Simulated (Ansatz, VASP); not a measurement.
# Two plane-wave programs on GaN

```xyz
2
Lattice="0.0000 2.2490 2.2490 2.2490 0.0000 2.2490 2.2490 2.2490 0.0000" Properties=species:S:1:pos:R:3 pbc="T T T"
Ga    0.0000    0.0000    0.0000
N     1.1245    1.1245    1.1245
```

Alike in both runs: task single point; functional HSE06; k mesh 4 × 4 × 4; no spin polarisation.

|  | VASP | Ansatz |
| --- | --- | --- |
| version | VASP 6.6.1 | Ansatz 0.2.0 |
| potentials or method | VASP PAW PBE potentials, release 64 (Ga_d, N) | plane waves |
| plane-wave cutoff (eV) | 520 | 420 |
| occupations | gaussian, width 0.01 eV | fixed |
| valence electrons in the cell | 18 | 18 |

VASP gave:

| Quantity | Value |
| --- | --- |
| gap on the k mesh at the Fermi level (eV) | 3.06 |
| pressure (GPa) | -0.1 |

Question: Which values does Ansatz return?

Answer: gap on the k mesh at the Fermi level (eV): 3.03; pressure (GPa): 0.0.

Ansatz's warnings: stress exchange threshold loose, stress scf threshold loose.

The k mesh is coarse, so the values compare programs but aren't converged.
